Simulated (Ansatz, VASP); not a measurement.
BP in VASP and in Ansatz

```
B P
1.0
     0.00000    2.48630    2.20377
     2.20377    0.00000    2.20377
     2.20377    2.48630    0.00000
B P
1 1
Direct
  0.00000 0.00000 0.00000
  0.75000 0.75000 0.75000
```

Alike in both runs: task single point; functional PBE; k mesh 12 × 12 × 12; occupations gaussian, width 0.05 eV; no spin polarisation.

```csv
,VASP,Ansatz
version,VASP 6.6.1,Ansatz 0.2.0
potentials or method,"VASP PAW PBE potentials, release 64 (B, P), cutoff 520 eV","scalar-relativistic, plane waves, PAW"
valence electrons in the cell,8,8
```

Ansatz gave:

```
gap on the k mesh at the Fermi level (eV)                     : 0.38
least direct gap on the mesh (eV)                             : 2.77
pressure (GPa)                                                : -4.1
traceless stress, the component that is largest in VASP (GPa) : -24.11
```

Question: Which values does VASP return?

Answer: gap on the k mesh at the Fermi level (eV): 0.38; least direct gap on the mesh (eV): 2.76; pressure (GPa): -4.3; traceless stress, the component that is largest in VASP (GPa): -24.14.
